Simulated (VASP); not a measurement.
# LiMg3 (P-6m2) in VASP: single point with LDA

Aim: the single point of LiMg3 with LDA.

All numbers are computed with VASP 6.6.1; they aren't measurements. Logs are shortened: lines on timing, memory, paths and dates and some standing lists are left out, and cuts for length are marked.

### Step 1. The cell of the first run

Symmetry: P-6m2, No. 187, hexagonal system. The conventional cell has a = 3.146 Å, b = 3.146 Å, c = 10.122 Å, α = 90.00°, β = 90.00°, γ = 120.00°. Within 4.0 Å of Li (site symmetry -6m2) lie 6 Mg at 3.05 Å and 6 Li at 3.15 Å. Within 4.1 Å of Mg (site symmetry -6m2) lie 12 Mg at 3.15 to 3.18 Å. Mg (site symmetry 3m) has 3 Li at 3.05 Å and 9 Mg at 3.15 to 3.18 Å within 4.0 Å.

### Step 2. Single point, LDA

The input, INCAR:

```
SYSTEM = LiMg3
PREC = Accurate ; ENCUT = 520
EDIFF = 1E-6 ; ISMEAR = -1
SIGMA = 0.15 ; LREAL = .False.
LASPH = .True. ; NELM = 80
ALGO = Normal ; ISIF = 2
LWAVE = .False. ; LCHARG = .False.
NBANDS = 12
```

The input, KPOINTS:

```
regular mesh
0
Gamma
  8 8 2
  0 0 0
```

The input, POSCAR:

```
LiMg3
1.0
    3.1461700000      0.0000000000      0.0000000000
   -1.5730900000      2.7246700000      0.0000000000
    0.0000000000      0.0000000000     10.1216000000
Li Mg
1 3
Direct
    0.6666666667      0.3333333333      0.5000000000
    0.6666666667      0.3333333333      0.0000000000
    0.0000000000      0.0000000000      0.7425700000
    0.0000000000      0.0000000000      0.2574300000
```

Potentials or basis: VASP PAW LDA potentials, release 64 (Li_sv, Mg).

The run is started by

```console
$ cat potpaw_LDA.64/Li_sv/POTCAR potpaw_LDA.64/Mg/POTCAR > POTCAR
$ mpirun -np 1 vasp_std > vasp.out
```

OUTCAR:

```text
SYSTEM = LiMg3
   PREC = Accurate
   ENCUT = 520
   EDIFF = 1E-6
   ISMEAR = -1
   LREAL = .False.
   LASPH = .True.
   NELM = 80
   ISIF = 2

 ion  position               nearest neighbor table
   1  0.667  0.333  0.500-   3 3.05   4 3.05   3 3.05   4 3.05   3 3.05   4 3.05
   2  0.667  0.333  0.000-   3 3.18   4 3.18   3 3.18   4 3.18   3 3.18   4 3.18
   3  0.000  0.000  0.743-   1 3.05   1 3.05   1 3.05   2 3.18   2 3.18   2 3.18
   4  0.000  0.000  0.257-   1 3.05   1 3.05   1 3.05   2 3.18   2 3.18   2 3.18

  LATTYP: Found a hexagonal cell.
 ALAT       =     3.1461700000
 C/A-ratio  =     3.2171179561

  Lattice vectors:

 A1 = (   3.1461700000,   0.0000000000,   0.0000000000)
 A2 = (  -1.5730900000,   2.7246700000,   0.0000000000)
 A3 = (   0.0000000000,   0.0000000000,  10.1216000000)

Analysis of symmetry for initial positions (statically):
=====================================================================
 Subroutine PRICEL returns:
 Original cell was already a primitive cell.

 Routine SETGRP: Setting up the symmetry group for a
 hexagonal supercell.

 Subroutine GETGRP returns: Found 12 space group operations
 (whereof 12 operations were pure point group operations)
 out of a pool of 24 trial point group operations.

The static configuration has the point symmetry D_3h.

Analysis of symmetry for dynamics (positions and initial velocities):
=====================================================================
 Subroutine PRICEL returns:
 Original cell was already a primitive cell.

 Routine SETGRP: Setting up the symmetry group for a
 hexagonal supercell.

 Subroutine GETGRP returns: Found 12 space group operations
 (whereof 12 operations were pure point group operations)
 out of a pool of 24 trial point group operations.

The dynamic configuration has the point symmetry D_3h.

 Subroutine INISYM returns: Found 12 space group operations
 (whereof 12 operations are pure point group operations),
 and found     1 'primitive' translations

----------------------------------------------------------------------------------------

                                     Primitive cell

  volume of cell :      86.7651

  direct lattice vectors                    reciprocal lattice vectors
     3.146170000  0.000000000  0.000000000     0.317846779  0.183509045  0.000000000
    -1.573090000  2.724670000  0.000000000     0.000000000  0.367016923  0.000000000
[... 95 lines left out ...]
   NELECT =       9.0000    total number of electrons
   NUPDOWN=      -1.0000    fix difference up-down
   EMIN   =  10.00;   EMAX   =-10.00  energy-range for DOS
   EFERMI =   0.00;   METHOD = LEGACY
   ISMEAR =    -1;   SIGMA  =   0.15  broadening in eV -4-tet -1-fermi 0-gaus
   EFERMI_NEDOS =   21; number of points for ismear=-14 and -15
   IALGO  =     38    algorithm
   IMIX   =      4    mixing-type and parameters
     AMIX     =   0.40;   BMIX     =  1.00
     AMIX_MAG =   1.60;   BMIX_MAG =  1.00
  volume/ion in A,a.u.               =      21.69       146.38
  Fermi-wavevector in a.u.,A,eV,Ry     =   0.769202  1.453582  8.050189  0.591672
  Thomas-Fermi vector in A             =   1.870140
   LORBIT       =      0    0 simple, 1 ext, 2 COOP (PROOUT), +10 PAW based schemes
   GGA     = CA    functional components
   LHFCALC =     F    Hartree Fock is set to
   AEXX    =    0.0000 exact exchange contribution
   IVDW    =     0    specifies the selected vdW correction
   LEPSILON=     F    determine dielectric tensor
   LRPA    =     F    only Hartree local field effects (RPA)
 non-spin polarized calculation
  energy-cutoff  :      520.00
  volume of cell :       86.77
 maximum number of plane-waves:      2359
 NGX is ok and might be reduce to    24
   NGX = 11   NGY = 11   NGZ = 37

 number of electron       9.0000003 magnetization

 Free energy of the ion-electron system (eV)
  ---------------------------------------------------
  ext. energy  EPLUGINS =         0.00000000
  ---------------------------------------------------
  free energy    TOTEN  =        -7.63436384 eV

  energy without entropy =       -7.51039672  energy(sigma->0) =       -7.57238028

 E-fermi :   2.0657     XC(G=0):  -8.4220

 val. band max:        1.9955353203   @ k =   0.5000  -0.0000   0.0000
 cond. band min:       2.0765819821   @ k =   0.2500  -0.0000   0.0000
 fundamental gap:      0.0810466618
 Fermi energy:         2.0656648740

 k-point     1 :       0.0000    0.0000    0.0000
  band No.  band energies     occupation
      1     -43.4456      2.00000
      2      -4.5114      2.00000
      3      -3.3078      2.00000
      4      -2.0874      2.00000
      5       0.9076      1.99911
      6       2.1961      0.59075
      7       7.7399      0.00000
      8       8.5685      0.00000
      9      13.2205      0.00000
     10      13.2205      0.00000
     11      13.7508      0.00000
     12      13.7508      0.00000
[... 271 lines left out ...]
 k-point    20 :       0.3750    0.2500    0.5000
  band No.  band energies     occupation
      1     -43.4348      2.00000
      2       1.3165      1.98654
      3       1.3541      1.98274
      4       1.8489      1.61851
      5       2.0895      0.92079
      6       3.4190      0.00024
      7       3.9245      0.00001
      8       4.3386      0.00000
      9       4.6328      0.00000
     10       4.9679      0.00000
     11       5.5729      0.00000
     12       6.8669      0.00000

------------------------ aborting loop because EDIFF is reached ----------------------------------------

  FORCE on cell =-STRESS in cart. coord.  units (eV):
  Direction    XX          YY          ZZ          XY          YZ          ZX
  --------------------------------------------------------------------------------------
  -------------------------------------------------------------------------------------
  Total       -0.5944823     -0.5944853     -1.5088383      0.0000011      0.0000000      0.0000000
  in kB      -10.9775208    -10.9775761    -27.8617255      0.0000201      0.0000000      0.0000000
  external PRESSURE =     -16.6056075 kB  Pullay stress =       0.0000000 kB

 VOLUME and BASIS-vectors are now :
 -----------------------------------------------------------------------------
  energy-cutoff  :      520.00
  volume of cell :       86.77
      direct lattice vectors                 reciprocal lattice vectors
     3.146170000  0.000000000  0.000000000     0.317846779  0.183509045  0.000000000
    -1.573090000  2.724670000  0.000000000     0.000000000  0.367016923  0.000000000
     0.000000000  0.000000000 10.121600000     0.000000000  0.000000000  0.098798609

 POSITION                                       TOTAL-FORCE (eV/Angst)
 -----------------------------------------------------------------------------------
      1.57308      0.90822      5.06080         0.000000      0.000000      0.000000
      1.57308      0.90822      0.00000        -0.000000     -0.000000      0.000000
      0.00000      0.00000      7.51600        -0.000000      0.000000      0.079254
      0.00000      0.00000      2.60560        -0.000000      0.000000     -0.079254
 -----------------------------------------------------------------------------------
    total drift:                                0.000004      0.000005      0.000000

  FREE ENERGIE OF THE ION-ELECTRON SYSTEM (eV)
  ---------------------------------------------------
  free  energy   TOTEN  =        -7.6343638447 eV

  energy  without entropy=       -7.5103967211  energy(sigma->0) =       -7.57238028
```

OSZICAR:

```text
N       E                     dE             d eps       ncg     rms          rms(c)
DAV:   1     0.115474831717E+02    0.11547E+02   -0.31751E+03   480   0.562E+02
DAV:   2    -0.497557825657E+01   -0.16523E+02   -0.16123E+02   592   0.992E+01
DAV:   3    -0.786876374065E+01   -0.28932E+01   -0.28669E+01   876   0.212E+01
DAV:   4    -0.793021378285E+01   -0.61450E-01   -0.61360E-01   616   0.457E+00
DAV:   5    -0.793153246159E+01   -0.13187E-02   -0.13185E-02   680   0.598E-01    0.159E+00
DAV:   6    -0.766173611600E+01    0.26980E+00   -0.16610E+00   536   0.273E+00    0.840E-01
DAV:   7    -0.764376942556E+01    0.17967E-01   -0.35034E-02   592   0.588E-01    0.521E-01
DAV:   8    -0.763498817875E+01    0.87812E-02   -0.10979E-02   588   0.376E-01    0.112E-01
DAV:   9    -0.763437099271E+01    0.61719E-03   -0.12110E-03   576   0.153E-01    0.158E-02
DAV:  10    -0.763436552906E+01    0.54637E-05   -0.57890E-05   600   0.341E-02    0.871E-03
DAV:  11    -0.763436386396E+01    0.16651E-05   -0.52453E-06   584   0.108E-02    0.112E-03
DAV:  12    -0.763436384465E+01    0.19310E-07   -0.28587E-07   368   0.249E-03
   1 F= -.76343638E+01 E0= -.75723803E+01  d E =-.123967E+00
```

It took 7.4 s on 1 thread of Intel Xeon 6975P-C (Granite Rapids), shared host; peak memory 0.17 GiB.

What came out:

```yaml
Free_energy: -7.6344 eV
Largest_force: 0.079 eV/Å
Band_gap_on_the_k_mesh: zero (an odd number of electrons rules out a gap without spin polarisation)
```

Forces in eV/Å, atoms in the order of the input:
```
Li   0.000  0.000  0.000
Mg   0.000  0.000  0.000
Mg   0.000  0.000  0.079
Mg   0.000  0.000 -0.079
```

Caveat: the cutoff is under 1.25 times the usual one of these potentials, so pressure, stress and relaxed cells hold a basis-set (Pulay) error.

The gap in the log of VASP goes by the Fermi energy; the results here count the filled bands.